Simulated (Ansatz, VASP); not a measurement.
**One calculation of Rb, two programs**

```
CELL_PARAMETERS angstrom
5.11985 0.00000 0.00000
-2.55993 4.43392 0.00000
0.00000 0.00000 8.42944
ATOMIC_POSITIONS crystal
Rb 0.33333 0.66667 0.25000
Rb 0.66667 0.33333 0.75000
```

Alike in both runs: functional BLYP; k mesh 7 × 7 × 4; occupations fermi-dirac, width 0.1 eV; no spin polarisation.

Ansatz relaxed the structure, and its values are those at the end. VASP's run is a single point on that final structure, the one shown.

|  | VASP | Ansatz |
| --- | --- | --- |
| version | VASP 6.6.1 | Ansatz 0.2.0 |
| potentials or method | VASP PAW PBE potentials, release 64 (Rb_sv), cutoff 520 eV | plane waves (420 eV) with PAW, scalar-relativistic |
| valence electrons in the cell | 18 | 18 |

|  | VASP | Ansatz | Ansatz less VASP |
| --- | --- | --- | --- |
| pressure (GPa) | 0.0 | 0.0 | 0.00 |

VASP's potentials were made for PBE, not for BLYP.
